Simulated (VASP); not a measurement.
# Os3C (Pm-3m) in VASP: further runs, part 2 of 2

VASP 6.6.1. The steps go on from the part before.

## 3. Relaxation of cell and atoms, PBE

Input file INCAR:

```
SYSTEM = Os3C
  PREC = Accurate
  ENCUT = 600
  EDIFF = 1E-6
  ISMEAR = 0
  SIGMA = 0.1
  LREAL = .FALSE.
  LASPH = .TRUE.
  NELM = 80
  ALGO = Normal
  ISIF = 3
  LWAVE = .FALSE.
  LCHARG = .FALSE.
  GGA = PE
  IBRION = 2
  NSW = 100
  EDIFFG = -0.01
```

Input file KPOINTS:

```
Automatic mesh
0
G
  12 12 12
  0 0 0
```

Input file POSCAR:

```
Os3C
1.0
    3.7602583582      0.0000000000      0.0000000000
    0.0000000000      3.7602583582      0.0000000000
    0.0000000000      0.0000000000      3.7602583582
Os C
3 1
Direct
    0.0000000000      0.5000000000      0.5000000000
    0.5000000000      0.0000000000      0.5000000000
    0.5000000000      0.5000000000      0.0000000000
    0.0000000000      0.0000000000      0.0000000000
```

Potentials or basis: VASP PAW PBE potentials, release 64 (Os, C).

On the command line:

```sh
$ cat potpaw_PBE.64/Os/POTCAR potpaw_PBE.64/C/POTCAR > POTCAR
$ mpirun -np 1 vasp_std > vasp.out
```

OUTCAR:

```text
SYSTEM = Os3C
   PREC = Accurate
   ENCUT = 600
   EDIFF = 1E-6
   ISMEAR = 0
   LREAL = .FALSE.
   LASPH = .TRUE.
   NELM = 80
   ISIF = 3
   GGA = PE
   IBRION = 2
   NSW = 100
   EDIFFG = -0.01

 ion  position               nearest neighbor table
   1  0.000  0.500  0.500-   2 2.66   3 2.66   4 2.66   3 2.66   4 2.66   2 2.66   4 2.66   4 2.66
                             2 2.66   3 2.66   3 2.66   2 2.66
   2  0.500  0.000  0.500-   1 2.66   3 2.66   4 2.66   3 2.66   4 2.66   1 2.66   3 2.66   3 2.66
                             1 2.66   4 2.66   4 2.66   1 2.66
   3  0.500  0.500  0.000-   1 2.66   2 2.66   4 2.66   1 2.66   2 2.66   2 2.66   4 2.66   2 2.66
                             1 2.66   4 2.66   1 2.66   4 2.66
   4  0.000  0.000  0.000-   1 2.66   2 2.66   3 2.66   1 2.66   2 2.66   1 2.66   3 2.66   1 2.66
                             2 2.66   3 2.66   2 2.66   3 2.66

  LATTYP: Found a simple cubic cell.
 ALAT       =     3.7602583582

  Lattice vectors:

 A1 = (   3.7602583582,   0.0000000000,   0.0000000000)
 A2 = (   0.0000000000,   3.7602583582,   0.0000000000)
 A3 = (   0.0000000000,   0.0000000000,   3.7602583582)

Analysis of symmetry for initial positions (statically):
=====================================================================
 Subroutine PRICEL returns:
 Original cell was already a primitive cell.

 Routine SETGRP: Setting up the symmetry group for a
 simple cubic supercell.

 Subroutine GETGRP returns: Found 48 space group operations
 (whereof 48 operations were pure point group operations)
 out of a pool of 48 trial point group operations.

The static configuration has the point symmetry O_h .

Analysis of symmetry for dynamics (positions and initial velocities):
=====================================================================
 Subroutine PRICEL returns:
 Original cell was already a primitive cell.

 Routine SETGRP: Setting up the symmetry group for a
[... 138 lines left out ...]
   IVDW    =     0    specifies the selected vdW correction
   LEPSILON=     F    determine dielectric tensor
   LRPA    =     F    only Hartree local field effects (RPA)
 conjugate gradient relaxation of ions
 non-spin polarized calculation
 Gauss-broadening in eV      SIGMA  =   0.10
  energy-cutoff  :      600.00
  volume of cell :       53.17
 maximum number of plane-waves:      1800
   NGX = 15   NGY = 15   NGZ = 15

--------------------------------------- Ionic step        1  -------------------------------------------

 number of electron      28.0000003 magnetization

 Free energy of the ion-electron system (eV)
  ---------------------------------------------------
  ext. energy  EPLUGINS =         0.00000000
  ---------------------------------------------------
  free energy    TOTEN  =       -35.36269709 eV

  energy without entropy =      -35.33495213  energy(sigma->0) =      -35.34882461

------------------------ aborting loop because EDIFF is reached ----------------------------------------

  FORCE on cell =-STRESS in cart. coord.  units (eV):
  Direction    XX          YY          ZZ          XY          YZ          ZX
  --------------------------------------------------------------------------------------
  -------------------------------------------------------------------------------------
  Total        0.1284780      0.1284780      0.1284780      0.0000000      0.0000000      0.0000000
  in kB        3.8715630      3.8715630      3.8715630      0.0000000      0.0000000      0.0000000
  external PRESSURE =       3.8715630 kB  Pullay stress =       0.0000000 kB
[... 63 lines left out ...]
--------------------------------------- Ionic step        3  -------------------------------------------

 number of electron      28.0000002 magnetization

 Free energy of the ion-electron system (eV)
  ---------------------------------------------------
  ext. energy  EPLUGINS =         0.00000000
  ---------------------------------------------------
  free energy    TOTEN  =       -35.36277574 eV

  energy without entropy =      -35.33502006  energy(sigma->0) =      -35.34889790

 E-fermi :   8.2169     XC(G=0): -13.3550

 val. band max:        8.2132626663   @ k =   0.2500   0.1667   0.0833
 cond. band min:       8.2243616521   @ k =   0.4167   0.1667   0.0000
 fundamental gap:      0.0110989858
 Fermi energy:         8.2169250987

 k-point     1 :       0.0000    0.0000    0.0000
  band No.  band energies     occupation
      1      -4.6455      2.00000
      2      -0.4953      2.00000
      3       2.3524      2.00000
      4       2.3524      2.00000
      5       2.3524      2.00000
      6       2.6197      2.00000
[... 481 lines left out ...]
      5       2.8432      2.00000
      6       3.7089      2.00000
[... 10 lines left out ...]
     17       9.1731      0.00000
     18      10.3960      0.00000

 [... further k-points ...]

------------------------ aborting loop because EDIFF is reached ----------------------------------------

  FORCE on cell =-STRESS in cart. coord.  units (eV):
  Direction    XX          YY          ZZ          XY          YZ          ZX
  --------------------------------------------------------------------------------------
  -------------------------------------------------------------------------------------
  Total        0.0055170      0.0055170      0.0055170     -0.0000000     -0.0000000      0.0000000
  in kB        0.1660385      0.1660385      0.1660385     -0.0000000     -0.0000000      0.0000000
  external PRESSURE =       0.1660385 kB  Pullay stress =       0.0000000 kB
[... 19 lines left out ...]
  FREE ENERGIE OF THE ION-ELECTRON SYSTEM (eV)
  ---------------------------------------------------
  free  energy   TOTEN  =       -35.3627757426 eV

  energy  without entropy=      -35.3350200644  energy(sigma->0) =      -35.34889790

 reached required accuracy - stopping structural energy minimisation
```

Run time: 2.9 min. Hardware: 1 thread of Oxide Virtual Turin-like, shared host; peak memory 0.21 GiB.

Results:

- Free energy: -35.3628 eV
- Relaxed volume: 13.31 Å³/atom
- Relaxed cell: a = 3.762 Å, b = 3.762 Å, c = 3.762 Å, α = 90.00°, β = 90.00°, γ = 90.00°
- Space group after relaxing (to 0.1 Å): Pm-3m (No. 221)
- Energy gained by relaxing: 0.0 meV/atom
- Ionic steps: 3
- Pressure after relaxing: 0.0 GPa
- Band gap on the k mesh: zero (bands 14 and 15 overlap by 1.01 eV)

Final structure:
```
Os C
1.0
     3.76184    0.00000    0.00000
     0.00000    3.76184    0.00000
     0.00000    0.00000    3.76184
Os C
3 1
Direct
  0.00000 0.50000 0.50000
  0.50000 0.00000 0.50000
  0.50000 0.50000 0.00000
  0.00000 0.00000 0.00000
```

Levels at points of the mesh, in eV from the Fermi level:
```tsv
k point	band 10	band 11	band 12	band 13	band 14	band 15	band 16	band 17	band 18
(0.00, 0.00, 0.00)	-2.24	-1.02	-0.72	-0.72	-0.72	1.28	1.28	2.87	3.59
(0.50, 0.00, 0.00)	-2.35	-1.77	-1.57	-1.03	-1.03	-0.27	-0.19	1.50	2.50
(0.50, 0.50, 0.00)	-2.60	-1.38	-1.38	-1.19	-0.85	-0.40	-0.01	0.57	2.70
(0.50, 0.50, 0.50)	-3.07	-1.07	-1.07	-1.07	-1.05	-0.01	0.29	0.29	2.87
```

Caveat: spin-orbit coupling is left out, which moves the levels of the heavy elements.
